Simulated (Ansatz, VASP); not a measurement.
## LiH in VASP and in Ansatz

Contents of POSCAR:

```
LiH
1.0
    2.5016587118      0.0000000000      0.0000000000
    0.0000000000      2.5016587118      0.0000000000
    0.0000000000      0.0000000000      2.4716388072
Li H
1 1
Direct
    0.0000000000      0.0000000000      0.0000000000
    0.5000000000      0.5000000000      0.5000000000
```

INCAR.step1

```
PREC     = Accurate       # precision mode
ENCUT    = 520            # plane-wave cutoff, eV
EDIFF    = 1E-5           # SCF threshold, eV
ISMEAR   = 0              # smearing method
SIGMA    = 0.01           # smearing width, eV
LREAL    = False          # projectors in reciprocal space
LASPH    = True           # aspherical terms in the spheres
NELM     = 80             # most SCF steps
ALGO     = Normal         # electronic algorithm
ISIF     = 2              # what is computed and relaxed
LWAVE    = True           # write WAVECAR
NBANDS   = 9              # bands
GGA      = PE             # functional
```

Contents of INCAR.step2:

```
PREC     = Accurate       # precision mode
ENCUT    = 520            # plane-wave cutoff, eV
EDIFF    = 1E-6           # SCF threshold, eV
ISMEAR   = 0              # smearing method
SIGMA    = 0.01           # smearing width, eV
LREAL    = False          # projectors in reciprocal space
LASPH    = True           # aspherical terms in the spheres
NELM     = 80             # most SCF steps
ALGO     = Normal         # electronic algorithm
ISIF     = 2              # what is computed and relaxed
LWAVE    = False          # write WAVECAR
LCHARG   = True           # write CHGCAR
GGA      = PE             # functional
LHFCALC  = True           # exact exchange
HFSCREEN = 0.2079         # screening, 1/A
PRECFOCK = Normal       
LELF     = True           # ELF
LVHAR    = True         
NBANDS   = 9              # bands
ISTART   = 1
```

The input KPOINTS:

```
Automatic mesh
0
Gamma
  8 8 8
```

Input for Ansatz:

```yaml
crystal:
  lattice:
    - [2.5016587118, 0.0, 0.0]
    - [0.0, 2.5016587118, 0.0]
    - [0.0, 0.0, 2.4716388072]
  atoms:
    - { symbol: Li, position: [0.0, 0.0, 0.0] }
    - { symbol: H, position: [0.5, 0.5, 0.5] }
kpoints:
  mp_grid: { grid: [8, 8, 8] }
  band_path:
    path: [[0.0, 0.0, 0.0], [0.0, 0.5, 0.0], [0.5, 0.5, 0.0], [0.5, 0.5, 0.5]]
    npoints: 1
hamiltonian:
  xc: hse06
scf:
  occupations: { method: fixed }
  n_extra_bands: 4
output:
  forces: true
  stress: true
  eigenvalues: true
  write_density: true
  write_potential: true
  elf: true
  volumetric_format: npy
```

Change from the starting cell: uniaxial_z strain -1.2%.

Alike in both runs: task single point; functional HSE06; k mesh 8 × 8 × 8; no spin polarisation.

|  | VASP | Ansatz |
| --- | --- | --- |
| version | VASP 6.6.1 | Ansatz 0.2.0 |
| potentials or method | VASP PAW PBE potentials, release 64 (Li_sv, H) | plane waves, PAW |
| plane-wave cutoff (eV) | 520 | 420 |
| occupations | gaussian, width 0.01 eV | fixed |
| valence electrons in the cell | 4 | 4 |

|  | VASP | Ansatz | Ansatz less VASP |
| --- | --- | --- | --- |
| gap on the k mesh at the Fermi level (eV) | 1.38 | 1.36 | -0.022 |

Ansatz's warnings: stress exchange threshold loose, stress scf threshold loose.

Noted on VASP's run: the cutoff is short for stress, so the pressure is rough.
